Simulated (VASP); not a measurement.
Here is a VASP 6.6.1 calculation.

POSCAR

```
TiAl3
1.0
   -1.9076016043      1.9076016043      4.2766308029
    1.9076016043     -1.9076016043      4.2766308029
    1.9076016043      1.9076016043     -4.2766308029
Ti Al
1 3
Direct
    0.0000000000      0.0000000000      0.0000000000
    0.5000000000      0.5000000000      0.0000000000
    0.7500000000      0.2500000000      0.5000000000
    0.2500000000      0.7500000000      0.5000000000
```

The input INCAR.step1:

```
SYSTEM = TiAl3
  ALGO = Normal
  EDIFF = 1E-4
  ENCUT = 520
  GGA = PE
  ISMEAR = 0
  LASPH = .True.
  LCHARG = .False.
  LREAL = .False.
  LWAVE = .True.
  NBANDS = 18
  NELM = 60
  PREC = Accurate
  SIGMA = 0.1
```

File INCAR.step2:

```
SYSTEM = TiAl3
  ALGO = Normal
  EDIFF = 1E-6
  ENCUT = 520
  ISIF = 2
  ISMEAR = 0
  ISTART = 1
  LASPH = .True.
  LCHARG = .True.
  LELF = .True.
  LMIXTAU = .True.
  LREAL = .False.
  LVHAR = .True.
  LWAVE = .False.
  METAGGA = R2SCAN
  NBANDS = 18
  NELM = 60
  PREC = Accurate
  SIGMA = 0.1
```

The input KPOINTS:

```
k-points
0
Gamma
  16 16 16
  0 0 0
```

Potentials or basis: VASP PAW PBE potentials, release 64 (Ti_sv, Al).

Command:

```sh
$ cat potpaw_PBE.64/Ti_sv/POTCAR potpaw_PBE.64/Al/POTCAR > POTCAR
$ cp INCAR.step1 INCAR
$ mpirun -np 1 vasp_std > vasp.out
$ cp INCAR.step2 INCAR
$ mpirun -np 1 vasp_std > vasp.out
```

(1) What does it give for the band gap on the k mesh?

(2) Estimate the pressure.

## Answers

(1) zero (an odd number of electrons rules out a gap without spin polarisation).

(2) 0.6 GPa.

Caveat: the PAW data sets were made with another functional, which shifts forces and pressure a little.
